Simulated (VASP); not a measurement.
TlGa4B5N10:

```
B N Ga Tl
1.0
     2.03574    2.03574    4.07147
    -2.03574   -2.03574    4.07147
     6.10721   -4.07147    2.03574
B N Ga Tl
5 10 4 1
Direct
  0.19943 0.99823 0.59701
  0.40326 0.00155 0.20343
  0.29715 0.49889 0.40130
  0.79872 0.99649 0.39851
  0.70089 0.49750 0.60053
  0.57994 0.87675 0.59644
  0.47429 0.38071 0.80138
  0.96975 0.87328 0.80023
  0.36949 0.87791 0.00161
  0.77627 0.86801 0.20442
  0.67635 0.37284 0.40191
  0.17733 0.87395 0.39873
  0.08274 0.37529 0.59672
  0.87135 0.37856 0.00189
  0.27952 0.37968 0.20059
  0.09658 0.49556 0.79945
  0.59493 0.00469 0.80323
  0.00126 0.00117 0.99997
  0.50175 0.50177 0.99762
  0.89884 0.50007 0.20106
```

```yaml
Program: VASP 6.6.1
Task: relaxation of cell and atoms
Functional: PBE
Potentials_or_basis: VASP PAW PBE potentials, release 64 (B, N, Ga_d, Tl_d)
Cutoff: 700 eV
k_mesh: 3 × 3 × 2, shifted
Occupations: gaussian, width 0.1 eV
Spin: no spin polarisation
```

At the start: pressure 51.5 GPa; volume 8.44 Å³/atom.

Problem. Where does the relaxation end?

Solution. Over 62 steps the energy falls by 957.5 meV/atom and the volume is 9.69 Å³/atom (+14.8 %); space group P1 (No. 1, to 0.1 Å) before and after.

The path:
```
step  energy change (eV)  largest force (eV/Å)  pressure (GPa)  volume (Å³)
   1              0.0000               19.0884           51.55       168.73
   3            -13.3332                3.6938          -12.83       197.61
   5            -13.5741                3.6129           -7.21       192.26
   7            -16.6801                2.2117           -1.72       183.60
   9            -17.3220                0.9782            3.32       179.47
  11            -17.4435                0.3504           -0.50       182.34
  13            -17.4777                0.3466            0.11       182.18
  15            -17.4912                0.1572           -0.02       182.32
  17            -17.4975                0.1465            0.13       182.35
  19            -17.5034                0.1360           -0.05       182.67
  21            -17.5225                0.2559            0.24       183.05
  23            -17.5703                1.4808            2.26       184.70
  25            -17.5794                1.2392            1.89       184.41
  27            -17.5805                1.2518            1.91       184.43
  29            -17.5849                1.3092            1.98       184.53
  31            -17.5925                1.5448            2.25       184.93
  33            -17.6202                1.5713            2.20       185.13
  35            -17.7301                1.6953            1.95       186.00
  37            -17.8884                1.7508            1.38       187.38
  39            -18.3292                1.0415           -0.04       189.47
  41            -18.3745                1.4192           -0.30       190.29
  43            -18.7182                1.0975           -0.26       191.30
  45            -18.7507                1.0629           -0.08       191.63
  47            -18.9154                0.8764            0.15       192.11
  49            -19.0058                0.6438            0.24       192.56
  51            -19.0739                0.4968           -0.04       193.33
  53            -19.1193                0.4744           -0.08       193.72
  55            -19.1402                0.2110           -0.09       193.80
  57            -19.1451                0.1456            0.09       193.71
  59            -19.1473                0.0740           -0.03       193.81
  61            -19.1485                0.0751           -0.03       193.81
  62            -19.1492                0.0336            0.01       193.77
```

Final structure:
```
B N Ga Tl
1.0
     2.43816    2.57858    4.34723
    -2.03896   -2.05467    3.87282
     6.33027   -4.01441    2.09670
B N Ga Tl
5 10 4 1
Direct
  0.14215 0.01644 0.56127
  0.40691 0.99064 0.22314
  0.31504 0.47719 0.40269
  0.65781 0.02902 0.42414
  0.59410 0.53113 0.60013
  0.62346 0.82790 0.57660
  0.48828 0.40903 0.78051
  0.00717 0.90161 0.75351
  0.38298 0.90536 0.03434
  0.70920 0.93641 0.23207
  0.60440 0.35229 0.44630
  0.24713 0.83052 0.39700
  0.13855 0.32134 0.55321
  0.88685 0.39992 0.98442
  0.33660 0.33002 0.22663
  0.11371 0.49498 0.76443
  0.62290 0.00005 0.78982
  0.01447 0.00340 0.00186
  0.52524 0.50151 0.00825
  0.93288 0.49412 0.24573
```
